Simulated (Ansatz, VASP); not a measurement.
Two plane-wave programs on LiNbO3

Contents of INCAR:

```
PREC = Accurate
ENCUT = 520
EDIFF = 1E-7
ISMEAR = 0
SIGMA = 0.05
LREAL = F
LASPH = T
NELM = 60
ALGO = Normal
ISIF = 2
LWAVE = F
LCHARG = F
GGA = PE
NBANDS = 45
```

Contents of KPOINTS:

```
regular mesh
0
Gamma
  6 6 6
```

Contents of POSCAR:

```
LiNbO3
1.0
    2.6115267350      1.5077656635      4.3685666666
   -2.6115267350      1.5077656635      4.3685666666
    0.0000000000     -3.0155313269      4.3685666667
Li Nb O
2 2 6
Direct
    0.2500000000      0.2500000000      0.2500000000
    0.7500000000      0.7500000000      0.7500000000
    0.0000000000      0.0000000000      0.0000000000
    0.5000000000      0.5000000000      0.5000000000
    0.1303353734      0.3696646266      0.7500000000
    0.7500000000      0.1303353734      0.3696646266
    0.3696646266      0.7500000000      0.1303353734
    0.8696646266      0.6303353734      0.2500000000
    0.2500000000      0.8696646266      0.6303353734
    0.6303353734      0.2500000000      0.8696646266
```

Input for Ansatz:

```yaml
crystal:
  lattice:
    - [2.611526735, 1.5077656635, 4.3685666666]
    - [-2.611526735, 1.5077656635, 4.3685666666]
    - [0.0, -3.0155313269, 4.3685666667]
  atoms:
    - { symbol: Li, position: [0.25, 0.25, 0.25] }
    - { symbol: Li, position: [0.75, 0.75, 0.75] }
    - { symbol: Nb, position: [0.0, 0.0, 0.0] }
    - { symbol: Nb, position: [0.5, 0.5, 0.5] }
    - { symbol: O, position: [0.1303353734, 0.3696646266, 0.75] }
    - { symbol: O, position: [0.75, 0.1303353734, 0.3696646266] }
    - { symbol: O, position: [0.3696646266, 0.75, 0.1303353734] }
    - { symbol: O, position: [0.8696646266, 0.6303353734, 0.25] }
    - { symbol: O, position: [0.25, 0.8696646266, 0.6303353734] }
    - { symbol: O, position: [0.6303353734, 0.25, 0.8696646266] }
basis:
  ecutwfc: 520.0
kpoints:
  mp_grid: { grid: [6, 6, 6] }
hamiltonian:
  xc: pbe
  pseudopotentials: { kind: paw, azcp: { folder: soft_1 } }
scf:
  occupations: { method: gaussian, width: 0.05 }
output:
  forces: true
  stress: true
  eigenvalues: true
  write_density: true
  write_potential: true
  elf: true
  volumetric_format: npy
```

Alike in both runs: task single point; functional PBE; k mesh 6 × 6 × 6; occupations gaussian, width 0.05 eV; no spin polarisation.

```csv
,VASP,Ansatz
version,VASP 6.6.1,Ansatz 0.2.0
potentials or method,"VASP PAW PBE potentials, release 64 (Li_sv, Nb_sv, O), cutoff 520 eV","scalar-relativistic, plane waves, PAW"
valence electrons in the cell,68,68
```

|  | VASP | Ansatz | Ansatz less VASP |
| --- | --- | --- | --- |
| gap on the k mesh at the Fermi level (eV) | 2.62 | 2.64 | +0.013 |
| least direct gap on the mesh (eV) | 2.67 | 2.68 | +0.012 |
| rms of the force components (eV/Å) | 0.135 | 0.147 | +0.0114 |

Atom by atom the forces differ by 0.011 eV/Å (rms over components).

Noted on VASP's run: the cutoff is short for stress, so the pressure is rough.
